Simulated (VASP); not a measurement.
The system is Al2O3.

```
Al O
1.0
     2.38025    1.37424    4.33187
    -2.38025    1.37424    4.33187
     0.00000   -2.74848    4.33187
Al O
4 6
Direct
  0.35208 0.35208 0.35208
  0.14792 0.14792 0.14792
  0.64792 0.64792 0.64792
  0.85208 0.85208 0.85208
  0.55646 0.94354 0.25000
  0.25000 0.55646 0.94354
  0.94354 0.25000 0.55646
  0.44354 0.05646 0.75000
  0.75000 0.44354 0.05646
  0.05646 0.75000 0.44354
```

Program: VASP 6.6.1. Alike in all runs: task electric field gradients; no spin polarisation; cell as given; k mesh 8 × 8 × 8; cutoff (eV) 520; smearing fermi-dirac 0.02 eV.

Q: Order these runs on this cell by their pressure, lowest first.
A. level LDA; potentials or basis VASP PAW LDA potentials, release 64 (Al, O)
B. level PBEsol; potentials or basis VASP PAW PBE potentials, release 64 (Al, O)
C. level r2SCAN; potentials or basis VASP PAW PBE potentials, release 64 (Al, O)

A: A (-4.5 GPa), C (-0.7 GPa), B (1.8 GPa).

Caveats: the PAW data sets were made with another functional, which shifts forces and pressure a little (at least some runs); the cell stands under tension (at least some runs).
